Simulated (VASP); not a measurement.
HfO2:

```
Hf O
1.0
     5.11800    0.00000    0.00000
     0.00000    5.18570    0.00000
    -0.85866    0.00000    5.21387
Hf O
4 8
Direct
  0.27550 0.46030 0.70800
  0.72450 0.96030 0.79200
  0.72450 0.53970 0.29200
  0.27550 0.03970 0.20800
  0.07420 0.16840 0.84670
  0.92580 0.66840 0.65330
  0.92580 0.83160 0.15330
  0.07420 0.33160 0.34670
  0.44870 0.74190 0.98010
  0.55130 0.24190 0.51990
  0.55130 0.25810 0.01990
  0.44870 0.75810 0.48010
```

Base run:

```yaml
Program: VASP 6.6.1
Functional: PBEsol
Potentials_or_basis: VASP PAW PBE potentials, release 64 (Hf_pv, O)
Cutoff: 520 eV
k_mesh: 5 × 5 × 5
Occupations: fermi-dirac, width 0.05 eV
Spin: no spin polarisation
```

Its results: band gap on the k mesh 4.06 eV (least direct gap 4.13 eV); pressure -4.6 GPa; largest force 0.432 eV/Å.

**Question.** The run is repeated on the same cell with these changes: functional from PBEsol to SVWN5. What comes out?

**Answer.** Band gap on the k mesh 3.98 eV (least direct gap 4.05 eV); pressure -10.7 GPa; largest force 0.413 eV/Å.

SVWN5 binds more tightly than PBEsol, so the same cell stands under less pressure.

Caveats: the cell stands under tension; the PAW data sets were made with another functional, which shifts forces and pressure a little; spin-orbit coupling is left out, which moves the levels of the heavy elements; an odd mesh through Γ misses points on the zone boundary, where band edges can lie.
